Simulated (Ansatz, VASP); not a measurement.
La: VASP beside Ansatz

```xyz
1
Lattice="-2.2503 2.2503 2.2503 2.2503 -2.2503 2.2503 2.2503 2.2503 -2.2503" Properties=species:S:1:pos:R:3 pbc="T T T"
La    0.0000    0.0000    0.0000
```

Alike in both runs: task single point; functional BLYP; k mesh 12 × 12 × 12; occupations fermi-dirac, width 0.1 eV; no spin polarisation.

|  | VASP | Ansatz |
| --- | --- | --- |
| version | VASP 6.6.1 | Ansatz 0.2.0 |
| potentials or method | VASP PAW PBE potentials, release 64 (La), cutoff 520 eV | plane waves (420 eV) with PAW, scalar-relativistic |
| valence electrons in the cell | 11 | 11 |

```csv
,VASP,Ansatz,Ansatz less VASP
pressure (GPa),-2.8,-2.4,+0.35
```

VASP's potentials were made for PBE, not for BLYP.

Neither program's run includes spin-orbit coupling.
